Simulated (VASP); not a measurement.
Se:

```
CELL_PARAMETERS angstrom
0.00000 1.77176 1.77176
1.77176 0.00000 1.77176
1.77176 1.77176 0.00000
ATOMIC_POSITIONS crystal
Se 0.00000 0.00000 0.00000
```

| Property | Result |
| --- | --- |
| Program | VASP 6.6.1 |
| Task | relaxation of cell and atoms |
| Functional | PBE |
| Potentials or basis | VASP PAW PBE potentials, release 64 (Se) |
| Cutoff | 600 eV |
| k mesh | 16 × 16 × 16 |
| Occupations | fermi-dirac, width 0.03 eV |
| Spin | no spin polarisation |

At the start: pressure 164.1 GPa; volume 11.12 Å³/atom.

Task: How do energy, volume and symmetry change on relaxing?

Result: Over 8 steps the energy falls by 2736.5 meV/atom and the volume is 20.32 Å³/atom (+82.6 %); space group Fm-3m (No. 225, to 0.05 Å).

The path:
```csv
step,energy change (eV),largest force (eV/Å),pressure (GPa),volume (Å³)
1,0.0000,0.0000,164.14,11.12
2,-1.5777,0.0000,-8.27,41.40
3,-2.7264,0.0000,-3.05,21.33
4,-2.7330,0.0000,-1.86,20.90
5,-2.7365,0.0000,0.10,20.29
6,-2.7361,0.0000,-0.66,20.51
7,-2.7365,0.0000,0.09,20.29
8,-2.7365,0.0000,0.00,20.32
```

Final structure:
```cif
data_structure
_symmetry_space_group_name_H-M 'P 1'
_symmetry_Int_Tables_number 1
_cell_length_a 3.0628
_cell_length_b 3.0628
_cell_length_c 3.0628
_cell_angle_alpha 60.000
_cell_angle_beta 60.000
_cell_angle_gamma 60.000
_cell_volume 20.32
loop_
_atom_site_label
_atom_site_type_symbol
_atom_site_fract_x
_atom_site_fract_y
_atom_site_fract_z
_atom_site_occupancy
Se1 Se 0.00000 0.00000 0.00000 1
```

Caveat: the volume moved by over 15 % at a fixed basis, so the end points are rough.
